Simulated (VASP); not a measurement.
A run of VASP 6.6.1 is set up as follows.

INCAR

```
ALGO = Normal
EDIFF = 1E-7
ENCUT = 520
GGA = PE
ISIF = 2
ISMEAR = 0
LASPH = True
LCHARG = False
LREAL = False
LWAVE = False
NBANDS = 12
NELM = 80
PREC = Accurate
SIGMA = 0.05
```

KPOINTS

```
k-points
0
Gamma
  10 10 10
```

POSCAR

```
LiF
1.0
    0.0000000000      2.0140000000      2.0140000000
    2.0895250000      0.0000000000      2.0140000000
    2.0895250000      2.0140000000      0.0000000000
Li F
1 1
Direct
    0.0000000000      0.0000000000      0.0000000000
    0.5000000000      0.5000000000      0.5000000000
```

Potentials or basis: VASP PAW PBE potentials, release 64 (Li_sv, F).

Run with:

```sh
$ cat potpaw_PBE.64/Li_sv/POTCAR potpaw_PBE.64/F/POTCAR > POTCAR
$ mpirun -np 1 vasp_std > vasp.out
```

Problem. Estimate the band gap on the k mesh.

Solution. 8.71 eV, direct.

Caveat: the cell differs from its parent crystal (strain +0.0375 x Voigt [1, 0, 0, 0, 0, 0]). A k mesh can miss the band edges.
